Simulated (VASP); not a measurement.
# FeO (Fm-3m) in VASP: a series of runs

The runs below take FeO through single point, with PBE+D4, LDA.

Program: VASP 6.6.1. These are calculated values, not measurements. Logs are shortened: lines on timing, memory, paths and dates and some standing lists are left out, and cuts for length are marked.

## (1) The cell of the first run

It takes space group Fm-3m (No. 225, cubic). The conventional cell has a = 4.311 Å, b = 4.311 Å, c = 4.311 Å, α = 90.00°, β = 90.00°, γ = 90.00°. Fe (site symmetry m-3m) has 6 O at 2.16 Å within 2.9 Å. Within 2.9 Å of O (site symmetry m-3m) lie 6 Fe at 2.16 Å.

## (2) Single point, PBE+D4, collinear spin, ferromagnetic start

INCAR reads:

```
SYSTEM = FeO
  PREC = Accurate
  ENCUT = 520
  EDIFF = 1E-6
  ISMEAR = -1
  SIGMA = 0.05
  LREAL = .FALSE.
  LASPH = .TRUE.
  NELM = 150
  ALGO = Normal
  ISIF = 2
  LWAVE = .FALSE.
  LCHARG = .FALSE.
  ISPIN = 2
  MAGMOM = 3 0
  LORBIT = 11
  LMAXMIX = 4
  GGA = PE
  IVDW = 13
  NBANDS = 18
```

KPOINTS reads:

```
Automatic mesh
0
G
  11 11 11
  0 0 0
```

POSCAR reads:

```
FeO
1.0
    0.0000000000      2.1554000000      2.1554000000
    2.1554000000      0.0000000000      2.1554000000
    2.1554000000      2.1554000000      0.0000000000
Fe O
1 1
Direct
    0.0000000000      0.0000000000      0.0000000000
    0.5000000000      0.5000000000      0.5000000000
```

Potentials or basis: VASP PAW PBE potentials, release 64 (Fe, O).

On the command line:

```sh
> cat potpaw_PBE.64/Fe/POTCAR potpaw_PBE.64/O/POTCAR > POTCAR
> mpirun -np 1 vasp_std > vasp.out
```

OUTCAR:

```text
SYSTEM = FeO
   PREC = Accurate
   ENCUT = 520
   EDIFF = 1E-6
   ISMEAR = -1
   LREAL = .FALSE.
   LASPH = .TRUE.
   NELM = 150
   ISIF = 2
   ISPIN = 2
   LORBIT = 11
   GGA = PE
   IVDW = 13

 ion  position               nearest neighbor table
   1  0.000  0.000  0.000-   2 2.16   2 2.16   2 2.16   2 2.16   2 2.16   2 2.16
   2  0.500  0.500  0.500-   1 2.16   1 2.16   1 2.16   1 2.16   1 2.16   1 2.16

  LATTYP: Found a face centered cubic cell.
 ALAT       =     4.3108000000

  Lattice vectors:

 A1 = (   0.0000000000,   2.1554000000,   2.1554000000)
 A2 = (   2.1554000000,   0.0000000000,   2.1554000000)
 A3 = (   2.1554000000,   2.1554000000,   0.0000000000)

Analysis of symmetry for initial positions (statically):
=====================================================================
 Subroutine PRICEL returns:
 Original cell was already a primitive cell.

 Routine SETGRP: Setting up the symmetry group for a
 face centered cubic supercell.

 Subroutine GETGRP returns: Found 48 space group operations
 (whereof 48 operations were pure point group operations)
 out of a pool of 48 trial point group operations.

The static configuration has the point symmetry O_h .

Analysis of symmetry for dynamics (positions and initial velocities):
=====================================================================
 Subroutine PRICEL returns:
 Original cell was already a primitive cell.

 Routine SETGRP: Setting up the symmetry group for a
 face centered cubic supercell.

 Subroutine GETGRP returns: Found 48 space group operations
 (whereof 48 operations were pure point group operations)
 out of a pool of 48 trial point group operations.

The dynamic configuration has the point symmetry O_h .

Analysis of structural, dynamic, and magnetic symmetry:
=====================================================================
 Subroutine PRICEL returns:
 Original cell was already a primitive cell.

 Routine SETGRP: Setting up the symmetry group for a
 face centered cubic supercell.

 Subroutine GETGRP returns: Found 48 space group operations
 (whereof 48 operations were pure point group operations)
 out of a pool of 48 trial point group operations.

The overall configuration has the point symmetry O_h .

 Subroutine INISYM returns: Found 48 space group operations
 (whereof 48 operations are pure point group operations),
 and found     1 'primitive' translations

----------------------------------------------------------------------------------------

                                     Primitive cell

[... 113 lines left out ...]
  Thomas-Fermi vector in A             =   2.570260
   LORBIT       =     11    0 simple, 1 ext, 2 COOP (PROOUT), +10 PAW based schemes
   GGA     = PE    functional components
   LHFCALC =     F    Hartree Fock is set to
   AEXX    =    0.0000 exact exchange contribution
   IVDW    =    13    specifies the selected vdW correction
   LEPSILON=     F    determine dielectric tensor
   LRPA    =     F    only Hartree local field effects (RPA)
 spin polarized calculation
  energy-cutoff  :      520.00
  volume of cell :       20.03
 maximum number of plane-waves:       556
   NGX = 11   NGY = 11   NGZ = 11

 number of electron      13.9999999 magnetization       3.9998028

 Free energy of the ion-electron system (eV)
  ---------------------------------------------------
  ext. energy  EPLUGINS =         0.00000000
  ---------------------------------------------------
  free energy    TOTEN  =       -14.93593276 eV

  energy without entropy =      -14.92403807  energy(sigma->0) =      -14.92998541

 E-fermi :   6.2001     XC(G=0): -12.1637

 val. band max:        6.1960734860   @ k =  -0.2727   0.3636   0.0909
 cond. band min:       6.2015960098   @ k =  -0.3636   0.2727   0.0909
 fundamental gap:      0.0055225238
 Fermi energy:         6.2001098317

 spin component 1

 k-point     1 :       0.0000    0.0000    0.0000
  band No.  band energies     occupation
      1     -14.5202      1.00000
      2       2.3299      1.00000
      3       2.3299      1.00000
      4       2.3299      1.00000
      5       2.4051      1.00000
      6       2.4051      1.00000
[... 493 lines left out ...]
     17      32.7141      0.00000
     18      34.4735      0.00000

 [... further k-points ...]

 spin component 2

 k-point     1 :       0.0000    0.0000    0.0000
  band No.  band energies     occupation
      1     -13.9876      1.00000
      2       2.9631      1.00000
      3       2.9631      1.00000
      4       2.9631      1.00000
      5       5.4680      1.00000
      6       5.4683      1.00000
[... 493 lines left out ...]
     17      33.4973      0.00000
     18      35.2284      0.00000

 [... further k-points ...]

------------------------ aborting loop because EDIFF is reached ----------------------------------------

  DFT-D4 for vdW energy calculation

  Edisp (eV):   -0.67177

  FORCE on cell =-STRESS in cart. coord.  units (eV):
  Direction    XX          YY          ZZ          XY          YZ          ZX
  --------------------------------------------------------------------------------------
  -------------------------------------------------------------------------------------
  Total      -0.56345    -0.56345    -0.56345    -0.00000    -0.00000     0.00000
  in kB     -45.07669   -45.07669   -45.07669    -0.00000    -0.00000     0.00000
  external pressure =      -45.08 kB  Pullay stress =        0.00 kB

 VOLUME and BASIS-vectors are now :
 -----------------------------------------------------------------------------
  energy-cutoff  :      520.00
  volume of cell :       20.03
      direct lattice vectors                 reciprocal lattice vectors
     0.000000000  2.155400000  2.155400000    -0.231975503  0.231975503  0.231975503
     2.155400000  0.000000000  2.155400000     0.231975503 -0.231975503  0.231975503
     2.155400000  2.155400000  0.000000000     0.231975503  0.231975503 -0.231975503

 POSITION                                       TOTAL-FORCE (eV/Angst)
 -----------------------------------------------------------------------------------
      0.00000      0.00000      0.00000        -0.000000     -0.000000      0.000000
      2.15540      2.15540      2.15540         0.000000      0.000000     -0.000000
 -----------------------------------------------------------------------------------
    total drift:                                0.000000     -0.000000      0.000000

  FREE ENERGIE OF THE ION-ELECTRON SYSTEM (eV)
  ---------------------------------------------------
  free  energy   TOTEN  =       -15.6076992070 eV

  energy  without entropy=      -15.5958045179  energy(sigma->0) =      -15.60175186

 total charge

# of ion       s       p       d       tot
------------------------------------------
    1        0.287   0.358   6.086   6.731
    2        1.556   3.438   0.000   4.994
--------------------------------------------------
tot          1.844   3.796   6.086  11.725

 magnetization (x)

# of ion       s       p       d       tot
------------------------------------------
    1        0.027   0.021   3.570   3.618
    2        0.030   0.272   0.000   0.302
--------------------------------------------------
tot          0.057   0.293   3.570   3.920
```

OSZICAR:

```text
N       E                     dE             d eps       ncg     rms          rms(c)
DAV:   1     0.666697799733E+02    0.66670E+02   -0.67013E+03  4392   0.899E+02
DAV:   2    -0.130389960590E+02   -0.79709E+02   -0.68084E+02  4124   0.203E+02
DAV:   3    -0.173268421135E+02   -0.42878E+01   -0.41991E+01  4658   0.507E+01
DAV:   4    -0.173575572037E+02   -0.30715E-01   -0.30699E-01  4982   0.408E+00
DAV:   5    -0.173577581375E+02   -0.20093E-03   -0.20092E-03  4710   0.344E-01    0.176E+01
DAV:   6    -0.155864867343E+02    0.17713E+01   -0.15007E+01  5322   0.555E+01    0.200E+01
DAV:   7    -0.149709509422E+02    0.61554E+00   -0.29994E+00  5206   0.330E+01    0.942E+00
DAV:   8    -0.149546403785E+02    0.16311E-01   -0.16444E-01  4938   0.412E+00    0.531E+00
DAV:   9    -0.149387727398E+02    0.15868E-01   -0.67740E-02  6390   0.403E+00    0.107E+00
DAV:  10    -0.149356376130E+02    0.31351E-02   -0.18715E-02  5550   0.277E+00    0.162E-01
DAV:  11    -0.149359072811E+02   -0.26967E-03   -0.23759E-03  5092   0.432E-01    0.627E-02
DAV:  12    -0.149359149705E+02   -0.76894E-05   -0.34653E-05  5062   0.544E-02    0.425E-02
DAV:  13    -0.149359303864E+02   -0.15416E-04   -0.22420E-05  5396   0.538E-02    0.147E-02
DAV:  14    -0.149359329804E+02   -0.25940E-05   -0.30658E-06  4464   0.147E-02    0.649E-03
DAV:  15    -0.149359327554E+02    0.22499E-06   -0.24739E-07  2378   0.497E-03
   1 F= -.15607699E+02 E0= -.15601752E+02  d E =-.118947E-01  mag=     4.0001
```

Run time: 81 s. Hardware: 1 thread of Intel Xeon 8259CL, shared host; peak memory 0.17 GiB.

Results:

```yaml
Free_energy: -15.6077 eV
Pressure: -4.5 GPa
Band_gap_on_the_k_mesh: zero (filled and empty bands overlap)
Net_moment: 4.00 μB per cell
Site_moments: Fe +3.62; O +0.30 μB
Valence_electrons_inside_the_program's_atomic_spheres: Fe 6.73; O 4.99
Dispersion_energy_per_atom: -0.336 eV
```

Levels at points of the mesh, in eV from the Fermi level:
Spin up:
```
           k point  band 5  band 6  band 7  band 8  band 9  band 10  band 11  band 12  band 13  band 14
(0.00, 0.00, 0.00)   -3.80   -3.80   -3.80   -3.67   -3.67     0.09    15.47    17.03    17.03    17.03
```
Spin down:
| k point | band 2 | band 3 | band 4 | band 5 | band 6 | band 7 | band 8 | band 9 |
| --- | --- | --- | --- | --- | --- | --- | --- | --- |
| (0.00, 0.00, 0.00) | -3.24 | -3.24 | -3.24 | -0.73 | -0.73 | -0.73 | 0.20 | 0.20 |

Caveat: the cell stands under tension; a cell with one magnetic atom can't hold antiferromagnetic order, which such compounds often take; semilocal functionals often make such compounds metallic where correlation or magnetic order opens a gap, which also shifts bond lengths. With open d or f shells a metallic result of PBE can be an artefact of self-interaction; +U or a hybrid may open a gap.

## (3) Single point, LDA, collinear spin, ferromagnetic start

INCAR reads:

```
SYSTEM = FeO
ALGO = Normal
EDIFF = 1E-6
ENCUT = 520
ISIF = 2
ISMEAR = -1
ISPIN = 2
LASPH = .True.
LCHARG = .False.
LMAXMIX = 4
LORBIT = 11
LREAL = .False.
LWAVE = .False.
MAGMOM = 3 0
NBANDS = 18
NELM = 150
PREC = Accurate
SIGMA = 0.05
```

KPOINTS reads:

```
k-points
0
Gamma
  11 11 11
  0 0 0
```

POSCAR is that of step 2.

Potentials or basis: VASP PAW LDA potentials, release 64 (Fe, O).

On the command line:

```sh
> cat potpaw_LDA.64/Fe/POTCAR potpaw_LDA.64/O/POTCAR > POTCAR
> mpirun -np 1 vasp_std > vasp.out
```

Run time: 79 s. Hardware: 1 thread of Intel Xeon 8259CL, shared host; peak memory 0.16 GiB.

It converged, with:

| Quantity | Value |
| --- | --- |
| Free energy | -16.4077 eV |
| Pressure | -15.4 GPa |
| Band gap on the k mesh | zero (filled and empty bands overlap) |
| Net moment | 3.99 μB per cell |
| Site moments | Fe +3.57; O +0.32 μB |
| Valence electrons inside the program's atomic spheres | Fe 6.76; O 4.95 |

Levels at points of the mesh, in eV from the Fermi level:
Spin up:
```
           k point  band 5  band 6  band 7  band 8  band 9  band 10  band 11  band 12  band 13  band 14
(0.00, 0.00, 0.00)   -3.61   -3.61   -3.61   -3.34   -3.34     0.24    15.41    17.01    17.01    17.01
```
Spin down:
| k point | band 1 | band 2 | band 3 | band 4 | band 5 | band 6 | band 7 | band 8 | band 9 | band 10 |
| --- | --- | --- | --- | --- | --- | --- | --- | --- | --- | --- |
| (0.00, 0.00, 0.00) | -19.79 | -3.12 | -3.12 | -3.12 | -0.74 | -0.74 | -0.74 | -0.02 | -0.02 | 1.01 |

Caveat: the cell stands under tension; a cell with one magnetic atom can't hold antiferromagnetic order, which such compounds often take; semilocal functionals often make such compounds metallic where correlation or magnetic order opens a gap, which also shifts bond lengths.
